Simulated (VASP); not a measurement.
# Li3H (Pm-3m) in VASP: a series of runs

The runs below take Li3H through single point, relaxation of cell and atoms, with PBE.

All numbers are computed with VASP 6.6.1; they aren't measurements. Logs are shortened: lines on timing, memory, paths and dates and some standing lists are left out, and cuts for length are marked.

## (1) The cell of the first run

It takes space group Pm-3m (No. 221, cubic). Conventional cell: a = 3.890 Å, b = 3.890 Å, c = 3.890 Å, α = 90.00°, β = 90.00°, γ = 90.00°. Li (site symmetry 4/mmm) has 8 Li at 2.75 Å and 4 H at 2.75 Å within 3.6 Å. H (site symmetry m-3m) has 12 Li at 2.75 Å within 3.6 Å.

## (2) Single point, PBE

INCAR

```
SYSTEM = Li3H
  ALGO = Normal
  EDIFF = 1E-7
  ENCUT = 520
  GGA = PE
  ISIF = 2
  ISMEAR = 0
  LASPH = .True.
  LCHARG = .False.
  LREAL = .False.
  LWAVE = .False.
  NBANDS = 13
  NELM = 80
  PREC = Accurate
  SIGMA = 0.1
```

KPOINTS

```
k-points
0
Gamma
  12 12 12
  0 0 0
```

POSCAR

```
Li3H
1.0
    3.8901392423      0.0000000000      0.0000000000
    0.0000000000      3.8901392423      0.0000000000
    0.0000000000      0.0000000000      3.8901392423
Li H
3 1
Direct
    0.0000000000      0.5000000000      0.5000000000
    0.5000000000      0.0000000000      0.5000000000
    0.5000000000      0.5000000000      0.0000000000
    0.0000000000      0.0000000000      0.0000000000
```

Potentials or basis: VASP PAW PBE potentials, release 64 (Li_sv, H).

On the command line:

```sh
$ cat potpaw_PBE.64/Li_sv/POTCAR potpaw_PBE.64/H/POTCAR > POTCAR
$ mpirun -np 1 vasp_std > vasp.out
```

OUTCAR:

```text
SYSTEM = Li3H
   EDIFF = 1E-7
   ENCUT = 520
   GGA = PE
   ISIF = 2
   ISMEAR = 0
   LASPH = .True.
   LREAL = .False.
   NELM = 80
   PREC = Accurate

 ion  position               nearest neighbor table
   1  0.000  0.500  0.500-
   2  0.500  0.000  0.500-
   3  0.500  0.500  0.000-
   4  0.000  0.000  0.000-

  LATTYP: Found a simple cubic cell.
 ALAT       =     3.8901392423

  Lattice vectors:

 A1 = (   3.8901392423,   0.0000000000,   0.0000000000)
 A2 = (   0.0000000000,   3.8901392423,   0.0000000000)
 A3 = (   0.0000000000,   0.0000000000,   3.8901392423)

Analysis of symmetry for initial positions (statically):
=====================================================================
 Subroutine PRICEL returns:
 Original cell was already a primitive cell.

 Routine SETGRP: Setting up the symmetry group for a
 simple cubic supercell.

 Subroutine GETGRP returns: Found 48 space group operations
 (whereof 48 operations were pure point group operations)
 out of a pool of 48 trial point group operations.

The static configuration has the point symmetry O_h .

Analysis of symmetry for dynamics (positions and initial velocities):
=====================================================================
 Subroutine PRICEL returns:
 Original cell was already a primitive cell.

 Routine SETGRP: Setting up the symmetry group for a
 simple cubic supercell.

 Subroutine GETGRP returns: Found 48 space group operations
 (whereof 48 operations were pure point group operations)
 out of a pool of 48 trial point group operations.

The dynamic configuration has the point symmetry O_h .

 Subroutine INISYM returns: Found 48 space group operations
 (whereof 48 operations are pure point group operations),
 and found     1 'primitive' translations

----------------------------------------------------------------------------------------

                                     Primitive cell

  volume of cell :      58.8702

  direct lattice vectors                    reciprocal lattice vectors
     3.890139242  0.000000000  0.000000000     0.257060207  0.000000000  0.000000000
     0.000000000  3.890139242  0.000000000     0.000000000  0.257060207  0.000000000
     0.000000000  0.000000000  3.890139242     0.000000000  0.000000000  0.257060207

  length of vectors
     3.890139242  3.890139242  3.890139242     0.257060207  0.257060207  0.257060207

  position of ions in fractional coordinates (direct lattice)
     0.000000000  0.500000000  0.500000000
     0.500000000  0.000000000  0.500000000
     0.500000000  0.500000000  0.000000000
     0.000000000  0.000000000  0.000000000

  ion indices of the primitive-cell ions
   primitive index   ion index
                 1           1
                 2           2
                 3           3
                 4           4

----------------------------------------------------------------------------------------

 KPOINTS: k-points

Automatic generation of k-mesh.
 Grid dimensions read from file:
 generate k-points for:   12   12   12

 Generating k-lattice:

  Cartesian coordinates                     Fractional coordinates (reciprocal lattice)
     0.021421684  0.000000000  0.000000000     0.083333333  0.000000000  0.000000000
     0.000000000  0.021421684  0.000000000     0.000000000  0.083333333  0.000000000
     0.000000000  0.000000000  0.021421684     0.000000000  0.000000000  0.083333333

  Length of vectors
     0.021421684  0.021421684  0.021421684

  Shift w.r.t. Gamma in fractional coordinates (k-lattice)
     0.000000000  0.000000000  0.000000000

 Subroutine IBZKPT returns following result:
 ===========================================

 Found     84 irreducible k-points:

 Following reciprocal coordinates:
            Coordinates               Weight
  0.000000  0.000000  0.000000      1.000000
  0.083333  0.000000  0.000000      6.000000
  0.166667  0.000000  0.000000      6.000000
  0.250000  0.000000  0.000000      6.000000
  0.333333  0.000000  0.000000      6.000000
  0.416667  0.000000  0.000000      6.000000
[... 16 lines left out ...]
  0.333333  0.333333  0.000000     12.000000
  0.416667  0.333333  0.000000     24.000000
 [... further k-points ...]
   k-points           NKPTS =     84   k-points in BZ     NKDIM =     84   number of bands    NBANDS=     13
   number of dos      NEDOS =    301   number of ions     NIONS =      4
   total plane-waves  NPLWV =  27000
   dimension x,y,z NGX =    30 NGY =   30 NGZ =   30
   dimension x,y,z NGXF=    60 NGYF=   60 NGZF=   60
   ions per type =               3   1
   NGX,Y,Z   is equivalent  to a cutoff of  12.82, 12.82, 12.82 a.u.
   NGXF,Y,Z  is equivalent  to a cutoff of  25.64, 25.64, 25.64 a.u.
 SYSTEM =  Li3H
   PREC   = accura    normal or accurate (medium, high low for compatibility)
   ISTART =      0    job   : 0-new  1-cont  2-samecut
   ICHARG =      2    charge: 1-file 2-atom 10-const
   ISPIN  =      1    spin polarized calculation?
   LNONCOLLINEAR =      F non collinear calculations
   LSORBIT =      F    spin-orbit coupling
   LASPH  =      T    aspherical Exc in radial PAW
   ENCUT  =  520.0 eV  38.22 Ry    6.18 a.u.   7.23  7.23  7.23*2*pi/ulx,y,z
   NELM   =     80;   NELMIN=  2; NELMDL= -5     # of ELM steps
   EDIFF  = 0.1E-06   stopping-criterion for ELM
   LREAL  =      F    real-space projection
   EDIFFG = 0.1E-05   stopping-criterion for IOM
   NSW    =      0    number of steps for IOM
   IBRION =     -1    ionic relax: 0-MD 1-quasi-New 2-CG
   NFREE  =      0    steps in history (QN), initial steepest desc. (CG)
   ISIF   =      2    stress and relaxation
   ISYM   =      2    0-nonsym 1-usesym 2-fastsym
   POTIM  = 0.5000    time-step for ionic-motion
   TEBEG  =    0.0;   TEEND  =   0.0 temperature during run
   PSTRESS=    0.0 pullay stress
   NELECT =      10.0000    total number of electrons
   NUPDOWN=      -1.0000    fix difference up-down
   EMIN   =  10.00;   EMAX   =-10.00  energy-range for DOS
   EFERMI =   0.00;   METHOD = LEGACY
   ISMEAR =     0;   SIGMA  =   0.10  broadening in eV -4-tet -1-fermi 0-gaus
   EFERMI_NEDOS =   21; number of points for ismear=-14 and -15
   IALGO  =     38    algorithm
   IMIX   =      4    mixing-type and parameters
     AMIX     =   0.40;   BMIX     =  1.00
     AMIX_MAG =   1.60;   BMIX_MAG =  1.00
  volume/ion in A,a.u.               =      14.72        99.32
  Fermi-wavevector in a.u.,A,eV,Ry     =   0.906657  1.713333 11.184355  0.822027
  Thomas-Fermi vector in A             =   2.030371
   LORBIT       =      0    0 simple, 1 ext, 2 COOP (PROOUT), +10 PAW based schemes
   GGA     = PE    functional components
   LHFCALC =     F    Hartree Fock is set to
   AEXX    =    0.0000 exact exchange contribution
   IVDW    =     0    specifies the selected vdW correction
   LEPSILON=     F    determine dielectric tensor
   LRPA    =     F    only Hartree local field effects (RPA)
 non-spin polarized calculation
 Gauss-broadening in eV      SIGMA  =   0.10
  energy-cutoff  :      520.00
  volume of cell :       58.87
 maximum number of plane-waves:      1622
 NGX is ok and might be reduce to    30

 number of electron      10.0000000 magnetization

 number of electron       9.9999980 magnetization

 Free energy of the ion-electron system (eV)
  ---------------------------------------------------
  ext. energy  EPLUGINS =         0.00000000
  ---------------------------------------------------
  free energy    TOTEN  =        -8.35546310 eV

  energy without entropy =       -8.35307396  energy(sigma->0) =       -8.35426853

 E-fermi :   1.5209     XC(G=0):  -7.3989

 val. band max:        1.4775717464   @ k =   0.5000   0.5000   0.0833
 cond. band min:       1.5460629150   @ k =   0.4167   0.4167   0.0000
 fundamental gap:      0.0684911686
 Fermi energy:         1.5208602367

 k-point     1 :       0.0000    0.0000    0.0000
  band No.  band energies     occupation
      1     -45.6780      2.00000
      2     -45.6207      2.00000
      3     -45.6207      2.00000
      4      -4.1893      2.00000
      5       2.5669      0.00000
      6       3.5636      0.00000
      7       3.5636      0.00000
      8       3.5636      0.00000
      9       7.8480      0.00000
     10       7.8480      0.00000
     11      11.4067      0.00000
     12      11.7447      0.00000
     13      11.7447      0.00000

 k-point     2 :       0.0833    0.0000    0.0000
  band No.  band energies     occupation
      1     -45.6770      2.00000
      2     -45.6216      2.00000
      3     -45.6208      2.00000
      4      -4.1472      2.00000
      5       2.1731      0.00000
      6       3.6296      0.00000
      7       3.6296      0.00000
      8       3.7775      0.00000
      9       7.7768      0.00000
     10       8.0924      0.00000
     11      11.0354      0.00000
     12      11.3240      0.00000
     13      11.3240      0.00000

 k-point     3 :       0.1667    0.0000    0.0000
  band No.  band energies     occupation
      1     -45.6744      2.00000
      2     -45.6241      2.00000
      3     -45.6208      2.00000
      4      -4.0241      2.00000
      5       1.4352      1.77449
      6       3.8266      0.00000
      7       3.8266      0.00000
      8       4.0813      0.00000
      9       7.5985      0.00000
     10       8.4861      0.00000
     11      10.2549      0.00000
     12      10.2549      0.00000
     13      10.7685      0.00000

 k-point     4 :       0.2500    0.0000    0.0000
  band No.  band energies     occupation
      1     -45.6704      2.00000
      2     -45.6279      2.00000
      3     -45.6207      2.00000
      4      -3.8306      2.00000
      5       0.6623      2.00000
      6       4.1517      0.00000
      7       4.1517      0.00000
      8       4.3546      0.00000
      9       7.3848      0.00000
     10       8.3238      0.00000
     11       9.0896      0.00000
     12       9.0896      0.00000
     13      11.4939      0.00000

 k-point     5 :       0.3333    0.0000    0.0000
  band No.  band energies     occupation
      1     -45.6656      2.00000
      2     -45.6326      2.00000
      3     -45.6206      2.00000
      4      -3.5933      2.00000
      5      -0.0246      2.00000
      6       4.5957      0.00000
      7       4.5957      0.00000
      8       4.6110      0.00000
      9       7.1959      0.00000
     10       7.8348      0.00000
     11       8.0127      0.00000
     12       8.0127      0.00000
     13      12.8829      0.00000
[... 257 lines left out ...]
 k-point    22 :       0.5000    0.2500    0.0000
  band No.  band energies     occupation
      1     -45.6528      2.00000
      2     -45.6394      2.00000
      3     -45.6260      2.00000
      4      -2.9226      2.00000
      5      -0.3422      2.00000
      6       2.9269      0.00000
      7       3.1629      0.00000
      8       5.6215      0.00000
      9       6.0761      0.00000
     10       7.1602      0.00000
     11      10.0183      0.00000
     12      10.6915      0.00000
     13      10.8886      0.00000

 k-point    23 :       0.3333    0.3333    0.0000
  band No.  band energies     occupation
      1     -45.6554      2.00000
      2     -45.6347      2.00000
      3     -45.6282      2.00000
      4      -3.0028      2.00000
      5       0.2054      2.00000
      6       1.8273      0.00001
      7       3.5846      0.00000
      8       5.5754      0.00000
      9       5.6325      0.00000
     10       8.6753      0.00000
     11       9.3885      0.00000
     12      11.0457      0.00000
     13      11.0589      0.00000

 k-point    24 :       0.4167    0.3333    0.0000
  band No.  band energies     occupation
      1     -45.6512      2.00000
      2     -45.6374      2.00000
      3     -45.6295      2.00000
      4      -2.7934      2.00000
      5       0.0468      2.00000
      6       1.8738      0.00000
      7       2.8719      0.00000
      8       5.6047      0.00000
      9       6.1680      0.00000
     10       8.0258      0.00000
     11       9.5600      0.00000
     12      10.9708      0.00000
     13      11.4978      0.00000

 [... further k-points ...]

------------------------ aborting loop because EDIFF is reached ----------------------------------------

  FORCE on cell =-STRESS in cart. coord.  units (eV):
  Direction    XX          YY          ZZ          XY          YZ          ZX
  --------------------------------------------------------------------------------------
  -------------------------------------------------------------------------------------
  Total       -0.0411471     -0.0411471     -0.0411471     -0.0000000      0.0000000      0.0000000
  in kB       -1.1198350     -1.1198350     -1.1198350     -0.0000000      0.0000000      0.0000000
  external PRESSURE =      -1.1198350 kB  Pullay stress =       0.0000000 kB

 VOLUME and BASIS-vectors are now :
 -----------------------------------------------------------------------------
  energy-cutoff  :      520.00
  volume of cell :       58.87
      direct lattice vectors                 reciprocal lattice vectors
     3.890139242  0.000000000  0.000000000     0.257060207  0.000000000  0.000000000
     0.000000000  3.890139242  0.000000000     0.000000000  0.257060207  0.000000000
     0.000000000  0.000000000  3.890139242     0.000000000  0.000000000  0.257060207

 POSITION                                       TOTAL-FORCE (eV/Angst)
 -----------------------------------------------------------------------------------
      0.00000      1.94507      1.94507         0.000000      0.000000      0.000000
      1.94507      0.00000      1.94507         0.000000      0.000000      0.000000
      1.94507      1.94507      0.00000         0.000000      0.000000      0.000000
      0.00000      0.00000      0.00000         0.000000      0.000000      0.000000
 -----------------------------------------------------------------------------------
    total drift:                                0.000000      0.000000     -0.000000

  FREE ENERGIE OF THE ION-ELECTRON SYSTEM (eV)
  ---------------------------------------------------
  free  energy   TOTEN  =        -8.3554630982 eV

  energy  without entropy=       -8.3530739559  energy(sigma->0) =       -8.35426853
```

It took 30 s on 1 thread of Oxide Virtual Turin-like, shared host; peak memory 0.16 GiB.

What came out:

```yaml
Free_energy: -8.3555 eV
Band_gap_on_the_k_mesh: zero (bands 5 and 6 overlap by 1.12 eV)
```

Caveat: the cutoff is under 1.25 times the usual one of these potentials, so pressure, stress and relaxed cells hold a basis-set (Pulay) error.

## (3) Single point, PBE

This run uses another cell than the first one: it holds 8 atoms, not 4.

INCAR

```
ALGO     = Fast           # electronic algorithm
EDIFF    = 1E-6           # SCF threshold, eV
ENCUT    = 520            # plane-wave cutoff, eV
GGA      = PE             # functional
ISIF     = 2              # what is computed and relaxed
ISMEAR   = 0              # smearing method
LASPH    = T              # aspherical terms in the spheres
LCHARG   = F              # write CHGCAR
LREAL    = F              # projectors in reciprocal space
LWAVE    = F              # write WAVECAR
NBANDS   = 20             # bands
NELM     = 100            # most SCF steps
PREC     = Accurate       # precision mode
SIGMA    = 0.1            # smearing width, eV
```

KPOINTS

```
k-points
0
Gamma
  6 6 4
```

POSCAR

```
Li3H
1.0
    3.8901392423      0.0000000000      0.0000000000
    0.0000000000      3.8901392423      0.0000000000
    0.0000000000      0.0000000000      7.7802784845
Li H
6 2
Direct
    0.0000000000      0.5000000000      0.2500000000
    0.0000000000      0.5000000000      0.7500000000
    0.5000000000      0.0000000000      0.2500000000
    0.5000000000      0.0000000000      0.7500000000
    0.5000000000      0.5000000000      0.0000000000
    0.5000000000      0.5000000000      0.5000000000
    0.0000000000      0.0000000000      0.5000000000
    0.0000000000      0.0000000000      1.0000000000
```

Potentials or basis: VASP PAW PBE potentials, release 64 (Li_sv, H).

On the command line:

```sh
$ cat potpaw_PBE.64/Li_sv/POTCAR potpaw_PBE.64/H/POTCAR > POTCAR
$ mpirun -np 1 vasp_std > vasp.out
```

Run time: 60 s. Hardware: 1 thread of Oxide Virtual Turin-like, shared host; peak memory 0.2 GiB.

It converged, with:

| Quantity | Value |
| --- | --- |
| Free energy | -16.7040 eV |
| Band gap on the k mesh | zero (bands 10 and 11 overlap by 1.12 eV) |

Levels at points of the mesh, in eV from the Fermi level:
```tsv
k point	band 7	band 8	band 9	band 10	band 11	band 12	band 13	band 14
(0.00, 0.00, 0.00)	-5.65	-4.73	-2.18	1.11	2.11	2.11	2.11	3.46
(0.50, 0.00, 0.00)	-4.73	-3.89	-2.18	-0.97	-0.01	-0.01	3.46	4.02
(0.50, 0.50, 0.00)	-3.89	-2.82	-0.97	-0.67	-0.01	-0.01	0.51	0.51
(0.00, 0.00, 0.50)	-5.29	-5.29	-0.79	-0.79	2.69	2.69	2.69	2.69
(0.50, 0.00, 0.50)	-4.38	-4.38	-1.80	-1.80	1.47	1.47	1.71	1.71
(0.50, 0.50, 0.50)	-3.46	-3.46	-0.83	-0.83	0.22	0.22	0.22	0.22
```

Caveat: the cutoff is under 1.25 times the usual one of these potentials, so pressure, stress and relaxed cells hold a basis-set (Pulay) error.

## (4) Relaxation of cell and atoms, PBE

This run uses another cell than the first one, of 14.45 Å³/atom.

INCAR

```
PREC = Accurate
ENCUT = 600
EDIFF = 1E-6
ISMEAR = 0
SIGMA = 0.1
LREAL = False
LASPH = True
NELM = 60
ALGO = Fast
ISIF = 3
LWAVE = False
LCHARG = False
GGA = PE
IBRION = 2
NSW = 100
EDIFFG = -0.01
```

KPOINTS

```
Automatic mesh
0
Gamma
  12 12 12
```

POSCAR

```
Li3H
1.0
    3.8662613382      0.0000000000      0.0000000000
    0.0000000000      3.8662613382      0.0000000000
    0.0000000000      0.0000000000      3.8662613382
Li H
3 1
Direct
    0.0000000000      0.5000000000      0.5000000000
    0.5000000000      0.0000000000      0.5000000000
    0.5000000000      0.5000000000      0.0000000000
    0.0000000000      0.0000000000      0.0000000000
```

On the command line:

```sh
$ cat potpaw_PBE.64/Li_sv/POTCAR potpaw_PBE.64/H/POTCAR > POTCAR
$ mpirun -np 1 vasp_std > vasp.out
```

It took 81 s on 1 thread of Oxide Virtual Turin-like, shared host; peak memory 0.17 GiB.

The run converged. Its results:

* Free energy: -8.3544 eV
* Relaxed volume: 14.58 Å³/atom
* Relaxed cell: a = 3.878 Å, b = 3.878 Å, c = 3.878 Å, α = 90.00°, β = 90.00°, γ = 90.00°
* Space group after relaxing (to 0.1 Å): Pm-3m (No. 221)
* Energy gained by relaxing: 0.1 meV/atom
* Ionic steps: 3
* Pressure after relaxing: 0.0 GPa
* Band gap on the k mesh: zero (bands 5 and 6 overlap by 1.14 eV)

Step by step:
```
step  energy change (eV)  largest force (eV/Å)  pressure (GPa)  volume (Å³)
   1              0.0000                0.0000            0.23        57.79
   2             -0.0002                0.0000            0.16        57.97
   3             -0.0004                0.0000            0.05        58.33
```

Final structure:
```cif
data_structure
_symmetry_space_group_name_H-M 'P 1'
_symmetry_Int_Tables_number 1
_cell_length_a 3.8783
_cell_length_b 3.8783
_cell_length_c 3.8783
_cell_angle_alpha 90.000
_cell_angle_beta 90.000
_cell_angle_gamma 90.000
_cell_volume 58.33
loop_
_atom_site_label
_atom_site_type_symbol
_atom_site_fract_x
_atom_site_fract_y
_atom_site_fract_z
_atom_site_occupancy
Li1 Li 0.00000 0.50000 0.50000 1
Li2 Li 0.50000 0.00000 0.50000 1
Li3 Li 0.50000 0.50000 0.00000 1
H1 H 0.00000 0.00000 0.00000 1
```

Levels at points of the mesh, in eV from the Fermi level:
```csv
k point,band 2,band 3,band 4,band 5,band 6,band 7,band 8,band 9
"(0.00, 0.00, 0.00)",-47.13,-47.13,-5.74,1.07,2.05,2.05,2.05,6.37
"(0.50, 0.00, 0.00)",-47.15,-47.13,-4.83,-2.25,3.43,3.97,3.97,5.12
"(0.50, 0.50, 0.00)",-47.15,-47.15,-3.98,-1.04,-0.07,-0.07,4.13,6.17
"(0.50, 0.50, 0.50)",-47.15,-47.15,-2.90,-0.74,0.44,0.44,0.44,4.06
```

Caveat: the cutoff is under 1.25 times the usual one of these potentials, so pressure, stress and relaxed cells hold a basis-set (Pulay) error.

## (5) Overview

```tsv
task	cell	k mesh	cutoff (eV)	gap on the mesh (eV)
single point	a = 3.890 Å, 4 atoms, atomic positions A	12 × 12 × 12	520	none
single point	a = 3.890, b = 3.890, c = 7.780 Å, 8 atoms, atomic positions B	6 × 6 × 4	520	none
relaxation of cell and atoms	relaxed from a = 3.866 Å, 4 atoms, atomic positions A	12 × 12 × 12	600	none
```

Alike in all rows: level PBE; potentials or basis VASP PAW PBE potentials, release 64 (Li_sv, H); no spin polarisation; smearing gaussian 0.1 eV.

Caveats: the cutoff is under 1.25 times the usual one of these potentials, so pressure, stress and relaxed cells hold a basis-set (Pulay) error.

Absolute energies hang on the potentials; compare differences alone.

The gap in the log of VASP goes by the Fermi energy; the results here count the filled bands.